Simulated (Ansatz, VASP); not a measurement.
CaHf: VASP beside Ansatz

```
Ca Hf
1.0
     0.00000    3.16748    3.16748
     3.16748    0.00000    3.16748
     3.16748    3.16748    0.00000
Ca Hf
1 1
Direct
  0.00000 0.00000 0.00000
  0.50000 0.50000 0.50000
```

Change from the starting cell: species swapped into the TbSb type (Fm-3m, No. 225).

Alike in both runs: functional PBE; k mesh 16 × 16 × 16; occupations gaussian, width 0.1 eV; no spin polarisation.

Ansatz relaxed the structure, and its values are those at the end. VASP's run is a single point on that final structure, the one shown.

|  | VASP | Ansatz |
| --- | --- | --- |
| version | VASP 6.6.1 | Ansatz 0.2.0 |
| potentials or method | VASP PAW PBE potentials, release 64 (Ca_sv, Hf_pv), cutoff 520 eV | scalar-relativistic, plane waves, PAW |
| valence electrons in the cell | 20 | 36 |

```tsv
	VASP	Ansatz	Ansatz less VASP
gap on the k mesh at the Fermi level (eV)	none	none	-
pressure (GPa)	-0.1	0.0	+0.06
```

A gap of «none» marks a metal or a gap that the smearing closes. With one functional, cell and mesh, what is left measures potentials, basis and numerics. VASP's potentials hold 20 valence electrons a cell and Ansatz's 36, so a difference there can come from the potentials and not from the codes.

Spin-orbit coupling is off throughout.
